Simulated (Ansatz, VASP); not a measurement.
## Two plane-wave programs on GaB3As4

```xyz
8
Lattice="5.0559 0.0000 0.0000 0.0000 5.0559 0.0000 0.0000 0.0000 5.0559" Properties=species:S:1:pos:R:3 pbc="T T T"
Ga    2.5280    2.5280    2.5280
B     2.5280    0.0000    0.0000
B     0.0000    0.0000    2.5280
B     0.0000    2.5280    0.0000
As    3.8750    1.1809    3.8750
As    3.8750    3.8750    1.1809
As    1.1809    1.1809    1.1809
As    1.1809    3.8750    3.8750
```

Alike in both runs: functional PBE; k mesh 8 × 8 × 8; occupations gaussian, width 0.02 eV; no spin polarisation.

Ansatz relaxed the structure, and its values are those at the end. VASP's run is a single point on that final structure, the one shown.

|  | VASP | Ansatz |
| --- | --- | --- |
| version | VASP 6.6.1 | Ansatz 0.2.0 |
| potentials or method | VASP PAW PBE potentials, release 64 (Ga_d, B, As), cutoff 520 eV | scalar-relativistic, plane waves, PAW |
| valence electrons in the cell | 42 | 82 |

```tsv
	VASP	Ansatz	Ansatz less VASP
gap on the k mesh at the Fermi level (eV)	0.46	0.47	+0.010
least direct gap on the mesh (eV)	0.46	0.47	+0.010
pressure (GPa)	0.3	0.0	-0.36
rms of the force components (eV/Å)	0.004	0.000	-0.0043
```

VASP's potentials hold 42 valence electrons a cell and Ansatz's 82, so a difference there can come from the potentials and not from the codes.
